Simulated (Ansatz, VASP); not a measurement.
## Two plane-wave programs on HgH3

```xyz
4
Lattice="-1.4930 1.4930 3.9721 1.4930 -1.4930 3.9721 1.4930 1.4930 -3.9721" Properties=species:S:1:pos:R:3 pbc="T T T"
Hg    0.0000    0.0000    0.0000
H     0.0000    0.0000    3.9721
H     1.4930    0.0000    1.9860
H     0.0000    1.4930    1.9860
```

Alike in both runs: functional PBE; k mesh 8 × 8 × 8; occupations gaussian, width 0.1 eV; no spin polarisation.

Ansatz relaxed the structure, and its values are those at the end. VASP's run is a single point on that final structure, the one shown.

```csv
,VASP,Ansatz
version,VASP 6.6.1,Ansatz 0.2.0
potentials or method,"VASP PAW PBE potentials, release 64 (Hg, H), cutoff 520 eV","scalar-relativistic, plane waves, PAW"
valence electrons in the cell,15,23
```

Ansatz gave:

- gap on the k mesh at the Fermi level (eV): none
- pressure (GPa): -0.1

Task: Which values does VASP return?

Result: gap on the k mesh at the Fermi level (eV): none; pressure (GPa): 0.4.

A gap of «none» marks a metal or a gap that the smearing closes. With one functional, cell and mesh, what is left measures potentials, basis and numerics. VASP's potentials hold 15 valence electrons a cell and Ansatz's 23, so a difference there can come from the potentials and not from the codes.

The k mesh is coarse, so the values compare programs but aren't converged. Spin-orbit coupling is off throughout.
